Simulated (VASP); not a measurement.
Ta: single point with LDA

Crystal: Ta.

```
Ta
1.0
    -1.56956    1.56956    1.56956
     1.56956   -1.56956    1.56956
     1.56956    1.56956   -1.56956
Ta
1
Direct
  0.00000 0.00000 0.00000
```

| Item | Value |
| --- | --- |
| Program | VASP 6.6.1 |
| Task | single point |
| Functional | LDA |
| Potentials or basis | VASP PAW LDA potentials, release 64 (Ta_pv) |
| Cutoff | 500 eV |
| k mesh | 11 × 11 × 11 |
| Occupations | methfessel-paxton, width 0.05 eV |
| Spin | no spin polarisation |
| Dipole correction | no |
| Further INCAR settings | ALGO = Normal; EDIFF = 1e-06; NBANDS = 12 |

```json
{"Pressure": "31.3 GPa", "Band gap on the k mesh": "zero (an odd number of electrons rules out a gap without spin polarisation)"}
```

Levels at points of the mesh, in eV from the Fermi level:
```tsv
k point	band 3	band 4	band 5	band 6	band 7	band 8
(0.00, 0.00, 0.00)	-32.28	-8.36	0.65	0.65	0.65	4.49
```

It took 3.7 s on 1 thread of AMD EPYC 9R45 96-Core Processor (Zen 5) (shared host), peak memory 0.09 GiB.

Caveat: the cell stands under pressure; spin-orbit coupling is left out, which moves the levels of the heavy elements.
